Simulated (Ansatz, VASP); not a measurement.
One calculation of ScAl3, two programs

```xyz
4
Lattice="4.0878 0.0000 0.0000 0.0000 4.0878 0.0000 0.0000 0.0000 4.0878" Properties=species:S:1:pos:R:3 pbc="T T T"
Sc    0.0000    0.0000    0.0000
Al    2.0439    0.0000    2.0439
Al    0.0000    2.0439    2.0439
Al    2.0439    2.0439    0.0000
```

Alike in both runs: task single point; functional r2SCAN; k mesh 8 × 8 × 8; occupations gaussian, width 0.05 eV; no spin polarisation.

|  | VASP | Ansatz |
| --- | --- | --- |
| version | VASP 6.6.1 | Ansatz 0.2.0 |
| potentials or method | VASP PAW PBE potentials, release 64 (Sc_sv, Al), cutoff 520 eV | scalar-relativistic, plane waves, PAW |
| valence electrons in the cell | 20 | 20 |

```tsv
	VASP	Ansatz	Ansatz less VASP
gap on the k mesh at the Fermi level (eV)	none	none	-
pressure (GPa)	-0.1	-0.1	0.00
```

VASP's potentials were made for PBE, not for r2SCAN. A gap of «none» marks a metal or a gap that the smearing closes. The functional is the same, so the differences come from potentials, cutoffs and numerics.
